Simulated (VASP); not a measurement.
# AlB2P3 (P4mm) in VASP: a series of runs, part 2 of 2

VASP 6.6.1.

**4. Single point, PBE**

This run uses another cell than the first one, of 14.82 Å³/atom, 0.996 times its volume.

INCAR reads:

```
SYSTEM = AlB2P3
PREC     = Accurate       ! precision mode
ENCUT    = 520            ! plane-wave cutoff, eV
EDIFF    = 1E-6           ! SCF threshold, eV
ISMEAR   = 0              ! smearing method
SIGMA    = 0.1            ! smearing width, eV
LREAL    = .False.        ! projectors in reciprocal space
LASPH    = .True.         ! aspherical terms in the spheres
NELM     = 60             ! most SCF steps
ALGO     = Normal         ! electronic algorithm
ISIF     = 2              ! what is computed and relaxed
LWAVE    = .False.        ! write WAVECAR
LCHARG   = .True.         ! write CHGCAR
GGA      = PE             ! functional
LELF     = .True.         ! ELF
LVHAR    = .True.       
NBANDS   = 21             ! bands
```

KPOINTS reads:

```
regular mesh
0
Gamma
  14 14 4
  0 0 0
```

POSCAR reads:

```
AlB2P3
1.0
    2.8208070803      0.0000000000      0.0000000000
    0.0000000000      2.8208070803      0.0000000000
    0.0000000000      0.0000000000     11.1765567410
Al B P
1 2 3
Direct
    0.5000000000      0.5000000000      0.1602080699
    0.0000000000      0.0000000000      0.0325418095
    0.5000000000      0.5000000000      0.3525012280
    0.0000000000      0.0000000000      0.6013404015
    0.0000000000      0.0000000000      0.4041322035
    0.5000000000      0.5000000000      0.9492762975
```

Potentials or basis: VASP PAW PBE potentials, release 64 (Al, B, P).

Launch:

```console
> cat potpaw_PBE.64/Al/POTCAR potpaw_PBE.64/B/POTCAR potpaw_PBE.64/P/POTCAR > POTCAR
> mpirun -np 1 vasp_std > vasp.out
```

OUTCAR:

```text
SYSTEM = AlB2P3
   PREC = Accurate
   ENCUT = 520
   EDIFF = 1E-6
   ISMEAR = 0
   LREAL = .False.
   LASPH = .True.
   NELM = 60
   ISIF = 2
   GGA = PE

 ion  position               nearest neighbor table
   1  0.500  0.500  0.160-   3 2.15   6 2.36   2 2.45   2 2.45   2 2.45   2 2.45
   2  0.000  0.000  0.033-   6 2.20   6 2.20   6 2.20   6 2.20   1 2.45   1 2.45   1 2.45   1 2.45

   3  0.500  0.500  0.353-   5 2.08   5 2.08   5 2.08   5 2.08   1 2.15
   4  0.000  0.000  0.601-   5 2.20
   5  0.000  0.000  0.404-   3 2.08   3 2.08   3 2.08   3 2.08   4 2.20
[... 785 lines left out ...]
  -------------------------------------------------------------------------------------
  Total       -0.0793986     -0.0793986     -0.1316863      0.0000000      0.0000000      0.0000000
  in kB       -1.4304359     -1.4304359     -2.3724456      0.0000000      0.0000000      0.0000000
  external PRESSURE =      -1.7444391 kB  Pullay stress =       0.0000000 kB

 VOLUME and BASIS-vectors are now :
 -----------------------------------------------------------------------------
  energy-cutoff  :      520.00
  volume of cell :       88.93
      direct lattice vectors                 reciprocal lattice vectors
     2.820807080  0.000000000  0.000000000     0.354508469  0.000000000  0.000000000
     0.000000000  2.820807080  0.000000000     0.000000000  0.354508469  0.000000000
     0.000000000  0.000000000 11.176556741     0.000000000  0.000000000  0.089472995

 POSITION                                       TOTAL-FORCE (eV/Angst)
 -----------------------------------------------------------------------------------
      1.41040      1.41040      1.79057         0.000000      0.000000     -0.008236
      0.00000      0.00000      0.36371        -0.000000     -0.000000     -0.011251
      1.41040      1.41040      3.93975         0.000000      0.000000      0.003818
      0.00000      0.00000      6.72092         0.000000     -0.000000     -0.041140
      0.00000      0.00000      4.51681         0.000000     -0.000000      0.037712
      1.41040      1.41040     10.60964         0.000000      0.000000      0.019097
 -----------------------------------------------------------------------------------
    total drift:                                0.000000      0.000000      0.000125

  FREE ENERGIE OF THE ION-ELECTRON SYSTEM (eV)
  ---------------------------------------------------
  free  energy   TOTEN  =       -29.9486011099 eV

  energy  without entropy=      -29.9360690429  energy(sigma->0) =      -29.94233508
```

OSZICAR:

```text
N       E                     dE             d eps       ncg     rms          rms(c)
DAV:   1     0.611233913060E+02    0.61123E+02   -0.98187E+03  4536   0.967E+02
DAV:   2    -0.271580550030E+02   -0.88281E+02   -0.84367E+02  5939   0.163E+02
DAV:   3    -0.317361504833E+02   -0.45781E+01   -0.45097E+01  6006   0.344E+01
DAV:   4    -0.318028699835E+02   -0.66720E-01   -0.66593E-01  5950   0.478E+00
DAV:   5    -0.318046062755E+02   -0.17363E-02   -0.17358E-02  6060   0.741E-01    0.107E+01
DAV:   6    -0.301478768756E+02    0.16567E+01   -0.10556E+01  5693   0.135E+01    0.545E+00
DAV:   7    -0.299798821174E+02    0.16799E+00   -0.18280E+00  5651   0.669E+00    0.364E+00
DAV:   8    -0.299655848794E+02    0.14297E-01   -0.29417E-01  5806   0.281E+00    0.135E+00
DAV:   9    -0.299522898040E+02    0.13295E-01   -0.87102E-02  5848   0.151E+00    0.475E-01
DAV:  10    -0.299484737847E+02    0.38160E-02   -0.14888E-02  5687   0.623E-01    0.238E-01
DAV:  11    -0.299488726339E+02   -0.39885E-03   -0.54234E-03  5744   0.392E-01    0.109E-01
DAV:  12    -0.299485502887E+02    0.32235E-03   -0.13489E-03  5961   0.192E-01    0.416E-02
DAV:  13    -0.299485930056E+02   -0.42717E-04   -0.25660E-04  5365   0.853E-02    0.252E-02
DAV:  14    -0.299485978619E+02   -0.48563E-05   -0.22620E-05  5747   0.254E-02    0.153E-02
DAV:  15    -0.299486003691E+02   -0.25072E-05   -0.65943E-06  5336   0.134E-02    0.681E-03
DAV:  16    -0.299486011099E+02   -0.74080E-06   -0.20712E-06  5205   0.772E-03
   1 F= -.29948601E+02 E0= -.29942335E+02  d E =-.125321E-01
```

stdout:

```text
POSCAR found type information on POSCAR AlB P
 POSCAR found :  3 types and       6 ions
 scaLAPACK will be used
 LDA part: xc-table for (Slater+PW92), standard interpolation
 POSCAR, INCAR and KPOINTS ok, starting setup
 FFT: planning ... GRIDC
 FFT: planning ... GRID_SOFT
 FFT: planning ... GRID
 WAVECAR not read
 entering main loop
```

Wall time 80 s (1 thread of Intel Xeon 6975P-C (Granite Rapids), shared host); peak memory 0.32 GiB.

What came out:

* Free energy: -29.9486 eV
* Pressure: -0.2 GPa
* Largest force: 0.041 eV/Å
* Band gap on the k mesh: zero (band 12 reaches 9.67 eV, above the bottom of band 13 at 4.43 eV)

Forces on the atoms (eV/Å):
```
Al   0.000  0.000 -0.008
B    0.000  0.000 -0.011
B    0.000  0.000  0.004
P    0.000  0.000 -0.041
P    0.000  0.000  0.038
P    0.000  0.000  0.019
```

Levels at points of the mesh, in eV from the Fermi level:
```
           k point  band 8  band 9  band 10  band 11  band 12  band 13  band 14  band 15  band 16  band 17
(0.00, 0.00, 0.00)   -1.19   -1.19    -0.54    -0.54     3.46     3.54     3.54     3.64     4.00     4.94
(0.50, 0.00, 0.00)   -4.29   -3.56    -2.70     1.76     2.08     2.53     2.81     2.97     3.75     3.78
(0.50, 0.50, 0.00)   -4.92   -4.59    -2.68    -2.68    -1.41    -1.29    -0.22    -0.21    -0.02    -0.02
(0.00, 0.00, 0.50)   -1.19   -0.54    -0.54    -0.46     2.53     3.54     3.54     3.62     3.91     4.95
(0.50, 0.00, 0.50)   -4.52   -3.39    -2.49     1.33     1.73     2.53     2.81     2.97     3.75     4.94
(0.50, 0.50, 0.50)   -4.92   -4.58    -2.67    -2.67    -1.47    -1.27    -0.24    -0.15    -0.06    -0.06
```

Caveat: this functional lacks dispersion, which binds the layers, so the pressure and a relaxed spacing across them are unreliable.

**5. Relaxation of cell and atoms, PBE**

INCAR reads:

```
PREC     = Accurate       # precision mode
ENCUT    = 600            # plane-wave cutoff, eV
EDIFF    = 1E-6           # SCF threshold, eV
ISMEAR   = 0              # smearing method
SIGMA    = 0.1            # smearing width, eV
LREAL    = F              # projectors in reciprocal space
LASPH    = T              # aspherical terms in the spheres
NELM     = 60             # most SCF steps
ALGO     = Normal         # electronic algorithm
ISIF     = 3              # what is computed and relaxed
LWAVE    = F              # write WAVECAR
LCHARG   = F              # write CHGCAR
GGA      = PE             # functional
IBRION   = 2              # ionic algorithm
NSW      = 100            # ionic steps
EDIFFG   = -0.01          # ionic threshold
```

KPOINTS reads:

```
Automatic mesh
0
Gamma
  14 14 4
```

POSCAR reads:

```
AlB2P3
1.0
    2.8296705737      0.0000000000      0.0000000000
    0.0000000000      2.8296705737      0.0000000000
    0.0000000000      0.0000000000     11.1462165881
Al B P
1 2 3
Direct
    0.5000000000      0.5000000000      0.1602381102
    0.0000000000      0.0000000000      0.0344479179
    0.5000000000      0.5000000000      0.3530536011
    0.0000000000      0.0000000000      0.6015809337
    0.0000000000      0.0000000000      0.4036505699
    0.5000000000      0.5000000000      0.9470288772
```

Potentials or basis: VASP PAW PBE potentials, release 64 (Al, B, P).

Launch:

```console
> cat potpaw_PBE.64/Al/POTCAR potpaw_PBE.64/B/POTCAR potpaw_PBE.64/P/POTCAR > POTCAR
> mpirun -np 1 vasp_std > vasp.out
```

OUTCAR:

```text
PREC = Accurate
   ENCUT = 600
   EDIFF = 1E-6
   ISMEAR = 0
   LREAL = F
   LASPH = T
   NELM = 60
   ISIF = 3
   GGA = PE
   IBRION = 2
   NSW = 100
   EDIFFG = -0.01

 ion  position               nearest neighbor table
   1  0.500  0.500  0.160-   3 2.15   6 2.38   2 2.44   2 2.44   2 2.44   2 2.44
   2  0.000  0.000  0.034-   6 2.23   6 2.23   6 2.23   6 2.23   1 2.44   1 2.44   1 2.44   1 2.44

   3  0.500  0.500  0.353-   5 2.08   5 2.08   5 2.08   5 2.08   1 2.15
   4  0.000  0.000  0.602-   5 2.21
   5  0.000  0.000  0.404-   3 2.08   3 2.08   3 2.08   3 2.08   4 2.21
   6  0.500  0.500  0.947-   2 2.23   2 2.23   2 2.23   2 2.23   1 2.38

  LATTYP: Found a simple tetragonal cell.
 ALAT       =     2.8296705737
 C/A-ratio  =     3.9390509594

  Lattice vectors:

 A1 = (   2.8296705737,   0.0000000000,   0.0000000000)
 A2 = (   0.0000000000,   2.8296705737,   0.0000000000)
 A3 = (   0.0000000000,   0.0000000000,  11.1462165881)

Analysis of symmetry for initial positions (statically):
=====================================================================
 Subroutine PRICEL returns:
 Original cell was already a primitive cell.

 Routine SETGRP: Setting up the symmetry group for a
 simple tetragonal supercell.

 Subroutine GETGRP returns: Found  8 space group operations
[... 180 lines left out ...]
  Direction    XX          YY          ZZ          XY          YZ          ZX
  --------------------------------------------------------------------------------------
  -------------------------------------------------------------------------------------
  Total       -0.6142301     -0.6142301     -0.5416269      0.0000000      0.0000000      0.0000000
  in kB      -11.0266214    -11.0266214     -9.7232523      0.0000000      0.0000000      0.0000000
  external PRESSURE =     -10.5921651 kB  Pullay stress =       0.0000000 kB
[... 307 lines left out ...]
--------------------------------------- Ionic step        9  -------------------------------------------

 number of electron      23.9999998 magnetization

 Free energy of the ion-electron system (eV)
  ---------------------------------------------------
  ext. energy  EPLUGINS =         0.00000000
  ---------------------------------------------------
  free energy    TOTEN  =       -29.95008358 eV

  energy without entropy =      -29.93802398  energy(sigma->0) =      -29.94405378

 E-fermi :   6.2298     XC(G=0): -10.0836

 val. band max:        6.2291499049   @ k =   0.2857   0.2857   0.2500
 cond. band min:       6.2537885618   @ k =   0.2857   0.2857   0.0000
 fundamental gap:      0.0246386569
 Fermi energy:         6.2297933426

 k-point     1 :       0.0000    0.0000    0.0000
  band No.  band energies     occupation
      1      -9.3157      2.00000
      2      -8.6803      2.00000
      3      -5.6272      2.00000
      4      -2.7573      2.00000
      5      -0.5301      2.00000
      6       3.0138      2.00000
[... 433 lines left out ...]
      3      -3.2845      2.00000
      4      -1.1558      2.00000
      5      -0.8693      2.00000
      6       0.3263      2.00000
[... 8 lines left out ...]
     15       8.0465      0.00000
     16       8.2823      0.00000

 [... further k-points ...]
[... 5 lines left out ...]
  --------------------------------------------------------------------------------------
  -------------------------------------------------------------------------------------
  Total        0.0047780      0.0047780      0.0227385      0.0000000      0.0000000      0.0000000
  in kB        0.0862591      0.0862591      0.4105114      0.0000000      0.0000000      0.0000000
  external PRESSURE =       0.1943432 kB  Pullay stress =       0.0000000 kB
[... 21 lines left out ...]
  FREE ENERGIE OF THE ION-ELECTRON SYSTEM (eV)
  ---------------------------------------------------
  free  energy   TOTEN  =       -29.9500835758 eV

  energy  without entropy=      -29.9380239821  energy(sigma->0) =      -29.94405378

 reached required accuracy - stopping structural energy minimisation
```

It took 5.3 min on 1 thread of Intel Xeon 6975P-C (Granite Rapids), shared host; peak memory 0.35 GiB.

What came out:

```yaml
Free_energy: -29.9501 eV
Relaxed_volume: 14.79 Å³/atom
Relaxed_cell: a = 2.820 Å, b = 2.820 Å, c = 11.158 Å, α = 90.00°, β = 90.00°, γ = 90.00°
Space_group_after_relaxing_to_0.05_Å: P4mm (No. 99)
Energy_gained_by_relaxing: 1.7 meV/atom
Ionic_steps: 9
Pressure_after_relaxing: 0.0 GPa
Largest_force_after_relaxing: 0.009 eV/Å
```

Forces on the atoms (eV/Å):
```
Al   0.000  0.000  0.009
B    0.000  0.000 -0.004
B    0.000  0.000  0.005
P    0.000  0.000  0.004
P    0.000  0.000 -0.009
P    0.000  0.000 -0.005
```

The path:
| step | energy change (eV) | largest force (eV/Å) | pressure (GPa) | volume (Å³) |
| --- | --- | --- | --- | --- |
| 1 | 0.0000 | 0.3386 | -1.06 | 89.25 |
| 2 | -0.0063 | 0.1287 | 0.80 | 87.98 |
| 3 | -0.0070 | 0.1501 | 0.35 | 88.28 |
| 4 | -0.0092 | 0.0740 | 0.22 | 88.45 |
| 5 | -0.0095 | 0.0663 | 0.15 | 88.56 |
| 6 | -0.0099 | 0.0332 | -0.04 | 88.78 |
| 7 | -0.0099 | 0.0305 | -0.03 | 88.76 |
| 8 | -0.0099 | 0.0101 | 0.01 | 88.75 |
| 9 | -0.0099 | 0.0088 | 0.02 | 88.75 |

Final structure:
```yaml
crystal:
  lattice:
    - [2.82026, 0.00000, 0.00000]
    - [0.00000, 2.82026, 0.00000]
    - [0.00000, 0.00000, 11.15760]
  atoms:
    - { symbol: Al, position: [0.50000, 0.50000, 0.16005] }
    - { symbol: B, position: [0.00000, 0.00000, 0.03199] }
    - { symbol: B, position: [0.50000, 0.50000, 0.35270] }
    - { symbol: P, position: [0.00000, 0.00000, 0.60163] }
    - { symbol: P, position: [0.00000, 0.00000, 0.40452] }
    - { symbol: P, position: [0.50000, 0.50000, 0.94911] }
```

Caveat: the bands computed are all filled at some k points, so no gap is given; this functional lacks dispersion, which binds the layers, so the pressure and a relaxed spacing across them are unreliable.

**6. Overview**

| task | cell | k mesh | cutoff (eV) | gap on the mesh (eV) | pressure (GPa) | largest force (eV/Å) |
| --- | --- | --- | --- | --- | --- | --- |
| single point | a = 2.830, b = 2.830, c = 11.146 Å, 6 atoms | 6 × 6 × 2 | 520 | none | -0.2 | 0.05 |
| single point | a = 3.200, b = 3.200, c = 9.235 Å, 6 atoms | 6 × 6 × 2 | 520 | none | -15.5 | 0.49 |
| single point | a = 2.821, b = 2.821, c = 11.177 Å, 6 atoms | 14 × 14 × 4 | 520 | none | -0.2 | 0.04 |
| relaxation of cell and atoms | relaxed from a = 2.830, b = 2.830, c = 11.146 Å, 6 atoms | 14 × 14 × 4 | 600 | - | 0.0 | 0.01 |

Alike in all rows: level PBE; potentials or basis VASP PAW PBE potentials, release 64 (Al, B, P); no spin polarisation; smearing gaussian 0.1 eV.

Caveats: some runs use coarse meshes; this functional lacks dispersion, which binds the layers, so the pressure and a relaxed spacing across them are unreliable (some runs); the bands computed are all filled at some k points, so no gap is given (some runs).

Absolute energies hang on the potentials; compare differences alone.
